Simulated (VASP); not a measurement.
Input of a VASP 6.6.1 run:

The input INCAR:

```
SYSTEM = Rh
PREC = Accurate
ENCUT = 530
EDIFF = 1E-6
ISMEAR = -1
SIGMA = 0.1
LREAL = .FALSE.
LASPH = .TRUE.
NELM = 120
ALGO = Normal
ISIF = 2
LWAVE = .FALSE.
LCHARG = .FALSE.
GGA = CA
NBANDS = 14
GGA_COMPAT = .FALSE.
```

The input KPOINTS:

```
regular mesh
0
G
  14 14 14
  0 0 0
```

File POSCAR:

```
Rh
1.0
    0.0000000000      1.8776226225      1.8776226225
    1.8776226225      0.0000000000      1.8776226225
    1.8776226225      1.8776226225      0.0000000000
Rh
1
Direct
    0.0000000000      0.0000000000      0.0000000000
```

Potentials or basis: VASP PAW LDA potentials, release 64 (Rh_sv_GW).

Launch:

```bash
$ cat potpaw_LDA.64/Rh_sv_GW/POTCAR > POTCAR
$ mpirun -np 1 vasp_std > vasp.out
```

Estimate the pressure.

-2.0 GPa.
